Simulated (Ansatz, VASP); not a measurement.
Two plane-wave programs on Si2Sn

```
Si Sn
1.0
     2.53805    1.46534    2.64057
    -2.53805    1.46534    2.64057
     0.00000   -2.93069    2.64057
Si Sn
2 1
Cartesian
  0.0000 0.0000 4.9427
  0.0000 0.0000 2.5348
  0.0000 0.0000 7.7004
```

Alike in both runs: functional PBE; k mesh 5 × 5 × 5; occupations gaussian, width 0.2 eV; no spin polarisation.

Ansatz relaxed the structure, and its values are those at the end. VASP's run is a single point on that final structure, the one shown.

```csv
,VASP,Ansatz
version,VASP 6.6.1,Ansatz 0.2.0
potentials or method,"VASP PAW PBE potentials, release 64 (Si, Sn_d), cutoff 500 eV","scalar-relativistic, plane waves, PAW"
valence electrons in the cell,22,22
```

```tsv
	VASP	Ansatz	Ansatz less VASP
gap on the k mesh at the Fermi level (eV)	none	none	-
pressure (GPa)	0.0	0.1	+0.07
rms of the force components (eV/Å)	0.006	0.005	-0.0017
```

A gap of «none» marks a metal or a gap that the smearing closes. The functional is the same, so the differences come from potentials, cutoffs and numerics.
